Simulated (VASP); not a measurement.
# Tc (Fd-3m) in VASP: further runs

The runs below take Tc through single point, relaxation of cell and atoms, with LDA.

All numbers are computed with VASP 6.6.1; they aren't measurements. Logs are shortened: lines on timing, memory, paths and dates and some standing lists are left out, and cuts for length are marked.

### 1 The cell of the first run

The structure is cubic, space group Fd-3m (No. 227). Conventional cell: a = 5.441 Å, b = 5.441 Å, c = 5.441 Å, α = 90.00°, β = 90.00°, γ = 90.00°. Tc (site symmetry -43m) has 4 Tc at 2.36 Å within 3.1 Å.

This isn't the form of Tc at room conditions, which is hcp.

### 2 Single point, LDA

INCAR reads:

```
PREC = Accurate
ENCUT = 500
EDIFF = 1E-6
ISMEAR = -1
SIGMA = 0.05
LREAL = F
LASPH = T
NELM = 120
ALGO = Normal
ISIF = 2
LWAVE = F
LCHARG = T
GGA = CA
LELF = T
LVHAR = T
NBANDS = 20
GGA_COMPAT = F
```

KPOINTS reads:

```
regular mesh
0
Gamma
  14 14 14
```

POSCAR reads:

```
Tc
1.0
    0.0000000000      2.7207367994      2.7207367994
    2.7207367994      0.0000000000      2.7207367994
    2.7207367994      2.7207367994      0.0000000000
Tc
2
Direct
    1.0000000000      1.0000000000      1.0000000000
    0.2500000000      0.2500000000      0.2500000000
```

Potentials or basis: VASP PAW LDA potentials, release 64 (Tc_pv).

Run with:

```
cat potpaw_LDA.64/Tc_pv/POTCAR > POTCAR
mpirun -np 1 vasp_std > vasp.out
```

OUTCAR:

```text
PREC = Accurate
   ENCUT = 500
   EDIFF = 1E-6
   ISMEAR = -1
   LREAL = F
   LASPH = T
   NELM = 120
   ISIF = 2
   GGA = CA

 ion  position               nearest neighbor table
   1  0.000  0.000  0.000-   2 2.36   2 2.36   2 2.36   2 2.36
   2  0.250  0.250  0.250-   1 2.36   1 2.36   1 2.36   1 2.36

  LATTYP: Found a face centered cubic cell.
 ALAT       =     5.4414735988

  Lattice vectors:

 A1 = (   0.0000000000,   2.7207367994,   2.7207367994)
 A2 = (   2.7207367994,   0.0000000000,   2.7207367994)
 A3 = (   2.7207367994,   2.7207367994,   0.0000000000)

Analysis of symmetry for initial positions (statically):
=====================================================================
 Subroutine PRICEL returns:
 Original cell was already a primitive cell.

 Routine SETGRP: Setting up the symmetry group for a
 face centered cubic supercell.

 Subroutine GETGRP returns: Found 48 space group operations
 (whereof 24 operations were pure point group operations)
 out of a pool of 48 trial point group operations.

The static configuration has the point symmetry T_d .
 The point group associated with its full space group is O_h .

Analysis of symmetry for dynamics (positions and initial velocities):
=====================================================================
 Subroutine PRICEL returns:
 Original cell was already a primitive cell.

 Routine SETGRP: Setting up the symmetry group for a
 face centered cubic supercell.

 Subroutine GETGRP returns: Found 48 space group operations
 (whereof 24 operations were pure point group operations)
 out of a pool of 48 trial point group operations.

The dynamic configuration has the point symmetry T_d .
 The point group associated with its full space group is O_h .

 Subroutine INISYM returns: Found 48 space group operations
 (whereof 24 operations are pure point group operations),
 and found     1 'primitive' translations

----------------------------------------------------------------------------------------

                                     Primitive cell

  volume of cell :      40.2800

  direct lattice vectors                    reciprocal lattice vectors
     0.000000000  2.720736799  2.720736799    -0.183773748  0.183773748  0.183773748
     2.720736799  0.000000000  2.720736799     0.183773748 -0.183773748  0.183773748
     2.720736799  2.720736799  0.000000000     0.183773748  0.183773748 -0.183773748

  length of vectors
     3.847702881  3.847702881  3.847702881     0.318305469  0.318305469  0.318305469

  position of ions in fractional coordinates (direct lattice)
     0.000000000  0.000000000  0.000000000
     0.250000000  0.250000000  0.250000000

  ion indices of the primitive-cell ions
   primitive index   ion index
                 1           1
                 2           2

----------------------------------------------------------------------------------------

 KPOINTS: regular mesh

Automatic generation of k-mesh.
 Grid dimensions read from file:
 generate k-points for:   14   14   14

 Generating k-lattice:

  Cartesian coordinates                     Fractional coordinates (reciprocal lattice)
    -0.013126696  0.013126696  0.013126696     0.071428571  0.000000000  0.000000000
     0.013126696 -0.013126696  0.013126696     0.000000000  0.071428571  0.000000000
     0.013126696  0.013126696 -0.013126696     0.000000000  0.000000000  0.071428571

  Length of vectors
     0.022736105  0.022736105  0.022736105

  Shift w.r.t. Gamma in fractional coordinates (k-lattice)
     0.000000000  0.000000000  0.000000000

 Subroutine IBZKPT returns following result:
 ===========================================

 Found    104 irreducible k-points:

 Following reciprocal coordinates:
            Coordinates               Weight
  0.000000  0.000000  0.000000      1.000000
  0.071429  0.000000  0.000000      8.000000
  0.142857  0.000000  0.000000      8.000000
  0.214286  0.000000  0.000000      8.000000
  0.285714  0.000000  0.000000      8.000000
  0.357143  0.000000  0.000000      8.000000
[... 16 lines left out ...]
  0.214286  0.142857  0.000000     24.000000
  0.285714  0.142857  0.000000     24.000000
 [... further k-points ...]
   k-points           NKPTS =    104   k-points in BZ     NKDIM =    104   number of bands    NBANDS=     20
   number of dos      NEDOS =    301   number of ions     NIONS =      2
   total plane-waves  NPLWV =  21952
   dimension x,y,z NGX =    28 NGY =   28 NGZ =   28
   dimension x,y,z NGXF=    56 NGYF=   56 NGZF=   56
   ions per type =               2
   NGX,Y,Z   is equivalent  to a cutoff of  12.10, 12.10, 12.10 a.u.
   NGXF,Y,Z  is equivalent  to a cutoff of  24.20, 24.20, 24.20 a.u.
 SYSTEM =  unknown system
   PREC   = accura    normal or accurate (medium, high low for compatibility)
   ISTART =      0    job   : 0-new  1-cont  2-samecut
   ICHARG =      2    charge: 1-file 2-atom 10-const
   ISPIN  =      1    spin polarized calculation?
   LNONCOLLINEAR =      F non collinear calculations
   LSORBIT =      F    spin-orbit coupling
   LASPH  =      T    aspherical Exc in radial PAW
   ENCUT  =  500.0 eV  36.75 Ry    6.06 a.u.   7.02  7.02  7.02*2*pi/ulx,y,z
   NELM   =    120;   NELMIN=  2; NELMDL= -5     # of ELM steps
   EDIFF  = 0.1E-05   stopping-criterion for ELM
   LREAL  =      F    real-space projection
   EDIFFG = 0.1E-04   stopping-criterion for IOM
   NSW    =      0    number of steps for IOM
   IBRION =     -1    ionic relax: 0-MD 1-quasi-New 2-CG
   NFREE  =      0    steps in history (QN), initial steepest desc. (CG)
   ISIF   =      2    stress and relaxation
   ISYM   =      2    0-nonsym 1-usesym 2-fastsym
   POTIM  = 0.5000    time-step for ionic-motion
   TEBEG  =    0.0;   TEEND  =   0.0 temperature during run
   PSTRESS=    0.0 pullay stress
   NELECT =      26.0000    total number of electrons
   NUPDOWN=      -1.0000    fix difference up-down
   EMIN   =  10.00;   EMAX   =-10.00  energy-range for DOS
   EFERMI =   0.00;   METHOD = LEGACY
   ISMEAR =    -1;   SIGMA  =   0.05  broadening in eV -4-tet -1-fermi 0-gaus
   EFERMI_NEDOS =   21; number of points for ismear=-14 and -15
   IALGO  =     38    algorithm
   IMIX   =      4    mixing-type and parameters
     AMIX     =   0.40;   BMIX     =  1.00
     AMIX_MAG =   1.60;   BMIX_MAG =  1.00
  volume/ion in A,a.u.               =      20.14       135.91
  Fermi-wavevector in a.u.,A,eV,Ry     =   1.414825  2.673632 27.235190  2.001730
  Thomas-Fermi vector in A             =   2.536327
   LORBIT       =      0    0 simple, 1 ext, 2 COOP (PROOUT), +10 PAW based schemes
   GGA     = CA    functional components
   LHFCALC =     F    Hartree Fock is set to
   AEXX    =    0.0000 exact exchange contribution
   IVDW    =     0    specifies the selected vdW correction
   LEPSILON=     F    determine dielectric tensor
   LRPA    =     F    only Hartree local field effects (RPA)
 non-spin polarized calculation
  energy-cutoff  :      500.00
  volume of cell :       40.28
 maximum number of plane-waves:      1034
   NGX = 13   NGY = 13   NGZ = 13

 number of electron      26.0000002 magnetization

 Free energy of the ion-electron system (eV)
  ---------------------------------------------------
  ext. energy  EPLUGINS =         0.00000000
  ---------------------------------------------------
  free energy    TOTEN  =       -20.22159561 eV

  energy without entropy =      -20.20705585  energy(sigma->0) =      -20.21432573

 E-fermi :   7.5041     XC(G=0): -11.6897

 val. band max:        7.4984806934   @ k =   0.5000   0.4286   0.0000
 cond. band min:       7.5061875507   @ k =  -0.4286   0.0714   0.0000
 fundamental gap:      0.0077068573
 Fermi energy:         7.5040687659

 k-point     1 :       0.0000    0.0000    0.0000
  band No.  band energies     occupation
      1     -31.3993      2.00000
      2     -31.3993      2.00000
      3     -31.3993      2.00000
      4     -30.2190      2.00000
      5     -30.2190      2.00000
      6     -30.2190      2.00000
[... 12 lines left out ...]
     19      20.4715      0.00000
     20      20.4715      0.00000

 k-point     2 :       0.0714    0.0000    0.0000
  band No.  band energies     occupation
      1     -31.4069      2.00000
      2     -31.4069      2.00000
      3     -31.3990      2.00000
      4     -30.2200      2.00000
      5     -30.2109      2.00000
      6     -30.2109      2.00000
[... 12 lines left out ...]
     19      20.4891      0.00000
     20      20.4891      0.00000

 k-point     3 :       0.1429    0.0000    0.0000
  band No.  band energies     occupation
      1     -31.4277      2.00000
      2     -31.4277      2.00000
      3     -31.3979      2.00000
      4     -30.2221      2.00000
      5     -30.1885      2.00000
      6     -30.1885      2.00000
[... 12 lines left out ...]
     19      19.6690      0.00000
     20      20.4907      0.00000

 k-point     4 :       0.2143    0.0000    0.0000
  band No.  band energies     occupation
      1     -31.4563      2.00000
      2     -31.4563      2.00000
      3     -31.3968      2.00000
      4     -30.2247      2.00000
      5     -30.1574      2.00000
      6     -30.1574      2.00000
[... 12 lines left out ...]
     19      18.6237      0.00000
     20      20.2753      0.00000

 k-point     5 :       0.2857    0.0000    0.0000
  band No.  band energies     occupation
      1     -31.4865      2.00000
      2     -31.4865      2.00000
      3     -31.3961      2.00000
      4     -30.2269      2.00000
      5     -30.1245      2.00000
      6     -30.1245      2.00000
[... 12 lines left out ...]
     19      18.2029      0.00000
     20      19.7776      0.00000
[... 353 lines left out ...]
      6     -30.1839      2.00000
[... 12 lines left out ...]
     19      19.9542      0.00000
     20      20.6313      0.00000

 k-point    22 :       0.1429    0.1429    0.0000
  band No.  band energies     occupation
      1     -31.4606      2.00000
      2     -31.4606      2.00000
      3     -31.3425      2.00000
      4     -30.2813      2.00000
      5     -30.1532      2.00000
      6     -30.1532      2.00000
[... 12 lines left out ...]
     19      19.3147      0.00000
     20      19.3147      0.00000

 k-point    23 :       0.2143    0.1429    0.0000
  band No.  band energies     occupation
      1     -31.4907      2.00000
      2     -31.4901      2.00000
      3     -31.3167      2.00000
      4     -30.3089      2.00000
      5     -30.1213      2.00000
      6     -30.1212      2.00000
[... 12 lines left out ...]
     19      18.4379      0.00000
     20      18.6024      0.00000

 k-point    24 :       0.2857    0.1429    0.0000
  band No.  band energies     occupation
      1     -31.5259      2.00000
      2     -31.5201      2.00000
      3     -31.2944      2.00000
      4     -30.3316      2.00000
      5     -30.0885      2.00000
      6     -30.0849      2.00000
[... 12 lines left out ...]
     19      17.9779      0.00000
     20      18.0439      0.00000

 [... further k-points ...]

------------------------ aborting loop because EDIFF is reached ----------------------------------------

  FORCE on cell =-STRESS in cart. coord.  units (eV):
  Direction    XX          YY          ZZ          XY          YZ          ZX
  --------------------------------------------------------------------------------------
  -------------------------------------------------------------------------------------
  Total       -0.0202013     -0.0202013     -0.0202013      0.0000000      0.0000000      0.0000000
  in kB       -0.8035268     -0.8035268     -0.8035268      0.0000000      0.0000000      0.0000000
  external PRESSURE =      -0.8035268 kB  Pullay stress =       0.0000000 kB

 VOLUME and BASIS-vectors are now :
 -----------------------------------------------------------------------------
  energy-cutoff  :      500.00
  volume of cell :       40.28
      direct lattice vectors                 reciprocal lattice vectors
     0.000000000  2.720736799  2.720736799    -0.183773748  0.183773748  0.183773748
     2.720736799  0.000000000  2.720736799     0.183773748 -0.183773748  0.183773748
     2.720736799  2.720736799  0.000000000     0.183773748  0.183773748 -0.183773748

 POSITION                                       TOTAL-FORCE (eV/Angst)
 -----------------------------------------------------------------------------------
      0.00000      0.00000      0.00000        -0.000000     -0.000000     -0.000000
      1.36037      1.36037      1.36037         0.000000      0.000000      0.000000
 -----------------------------------------------------------------------------------
    total drift:                                0.000000      0.000000      0.000000

  FREE ENERGIE OF THE ION-ELECTRON SYSTEM (eV)
  ---------------------------------------------------
  free  energy   TOTEN  =       -20.2215956060 eV

  energy  without entropy=      -20.2070558516  energy(sigma->0) =      -20.21432573
```

Run time: 36 s. Hardware: 1 thread of Intel Xeon Platinum 8488C (Sapphire Rapids), shared host; peak memory 0.18 GiB.

Results:

```yaml
Free_energy: -20.2216 eV
Pressure: -0.1 GPa
Band_gap_on_the_k_mesh: zero (bands 13 and 14 overlap by 1.00 eV)
```

### 3 Relaxation of cell and atoms, LDA

This run uses another cell than the first one, of 18.61 Å³/atom.

INCAR reads:

```
SYSTEM = Tc
  PREC = Accurate
  ENCUT = 500
  EDIFF = 1E-7
  ISMEAR = -1
  SIGMA = 0.05
  LREAL = .False.
  LASPH = .True.
  NELM = 120
  ALGO = Normal
  ISIF = 3
  LWAVE = .False.
  LCHARG = .False.
  IBRION = 2
  NSW = 80
  EDIFFG = -0.01
  GGA_COMPAT = .False.
  NELMIN = 4
```

KPOINTS reads:

```
Automatic mesh
0
Gamma
  14 14 14
  0 0 0
```

POSCAR reads:

```
Tc
1.0
    0.0000000000      2.6500000000      2.6500000000
    2.6500000000      0.0000000000      2.6500000000
    2.6500000000      2.6500000000      0.0000000000
Tc
2
Direct
    1.0000000000      1.0000000000      1.0000000000
    0.2500000000      0.2500000000      0.2500000000
```

Potentials or basis: VASP PAW LDA potentials, release 64 (Tc_pv).

Run with:

```
cat potpaw_LDA.64/Tc_pv/POTCAR > POTCAR
mpirun -np 1 vasp_std > vasp.out
```

Wall time 3.5 min (1 thread of Intel Xeon Platinum 8488C (Sapphire Rapids), shared host); peak memory 0.18 GiB.

Results (log left out):

* Free energy: -20.2151 eV
* Relaxed volume: 20.11 Å³/atom
* Relaxed cell: a = 3.846 Å, b = 3.846 Å, c = 3.846 Å, α = 60.00°, β = 60.00°, γ = 60.00°
* Space group after relaxing (to 0.1 Å): Fd-3m (No. 227)
* Energy gained by relaxing: 71.4 meV/atom
* Ionic steps: 16
* Pressure after relaxing: 0.1 GPa
* Band gap on the k mesh: zero (bands 13 and 14 overlap by 1.00 eV)

Step by step:
```tsv
step	energy change (eV)	largest force (eV/Å)	pressure (GPa)	volume (Å³)
1	0.0000	0.0000	16.27	37.22
2	0.5160	0.0000	-22.05	48.36
3	-0.1423	0.0000	-0.89	40.44
4	-0.1429	0.0000	-0.10	40.25
5	-0.1429	0.0000	0.17	40.19
6	-0.1429	0.0000	0.18	40.19
7	-0.1429	0.0000	0.16	40.19
8	-0.1429	0.0000	0.16	40.19
9	-0.1429	0.0000	0.16	40.19
10	-0.1429	0.0000	0.16	40.19
11	-0.1429	0.0000	0.16	40.19
12	-0.1429	0.0000	0.15	40.19
13	-0.1429	0.0000	0.15	40.20
14	-0.1429	0.0000	0.14	40.20
15	-0.1429	0.0000	0.13	40.20
16	-0.1429	0.0000	0.08	40.21
```

Final structure:
```
Tc
1.0
     0.00000    2.71921    2.71921
     2.71921    0.00000    2.71921
     2.71921    2.71921    0.00000
Tc
2
Direct
  0.00000 0.00000 0.00000
  0.25000 0.25000 0.25000
```

Levels at points of the mesh, in eV from the Fermi level:
```
           k point  band 11  band 12  band 13  band 14  band 15  band 16
(0.00, 0.00, 0.00)    -2.33    -2.33     0.53     0.53     0.53     3.46
(0.50, 0.00, 0.00)    -2.65    -2.65     0.07     1.45     1.45     2.82
(0.50, 0.50, 0.00)    -0.53    -0.53    -0.36    -0.36     3.15     3.15
```
